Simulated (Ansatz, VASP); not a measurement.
Mn: VASP beside Ansatz

```
Mn
1.0
     2.45155    0.00000    0.00000
    -1.22578    2.12311    0.00000
     0.00000    0.00000    3.96552
Mn
2
Cartesian
  0.0000 1.4154 0.9914
  1.2258 0.7077 2.9741
```

Alike in both runs: functional PBEsol; k mesh 18 × 18 × 10; occupations gaussian, width 0.1 eV; no spin polarisation.

Ansatz relaxed the structure, and its values are those at the end. VASP's run is a single point on that final structure, the one shown.

|  | VASP | Ansatz |
| --- | --- | --- |
| version | VASP 6.6.1 | Ansatz 0.2.0 |
| potentials or method | VASP PAW PBE potentials, release 64 (Mn_pv), cutoff 520 eV | scalar-relativistic, plane waves, PAW |
| valence electrons in the cell | 26 | 30 |

```csv
,VASP,Ansatz,Ansatz less VASP
gap on the k mesh at the Fermi level (eV),none,none,-
pressure (GPa),-0.2,0.0,+0.13
```

VASP's potentials were made for PBE, not for PBEsol. A gap of «none» marks a metal or a gap that the smearing closes. VASP's potentials hold 26 valence electrons a cell and Ansatz's 30, so a difference there can come from the potentials and not from the codes.
